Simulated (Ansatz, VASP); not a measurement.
One calculation of BaTiO3, two programs

```
Ba Ti O
1.0
     2.82737    1.63238    2.31839
    -2.82737    1.63238    2.31839
     0.00000   -3.26476    2.31839
Ba Ti O
1 1 3
Direct
  0.00000 0.00000 0.00000
  0.48450 0.48450 0.48450
  0.50860 0.50860 0.01750
  0.01750 0.50860 0.50860
  0.50860 0.01750 0.50860
```

Alike in both runs: task relaxation of cell and atoms; functional BLYP; dispersion D3(BJ); k mesh 6 × 6 × 6; no spin polarisation.

|  | VASP | Ansatz |
| --- | --- | --- |
| version | VASP 6.6.1 | Ansatz 0.2.0 |
| potentials or method | VASP PAW PBE potentials, release 64 (Ba_sv, Ti_sv, O) | plane waves, PAW |
| plane-wave cutoff (eV) | 600 | 420 |
| occupations | gaussian, width 0.01 eV | fixed |
| valence electrons in the cell | 40 | 40 |

Ansatz gave:

| Property | Result |
| --- | --- |
| relaxed volume (Å³/atom) | 13.06 |
| relaxed cell length with the largest relative difference (Å) | 4.027 |

Question: What did VASP give for the same quantities?

Answer: Relaxed volume (Å³/atom): 13.20; relaxed cell length with the largest relative difference (Å): 4.041.

VASP's potentials were made for PBE, not for BLYP.

Neither program's run includes spin-orbit coupling.
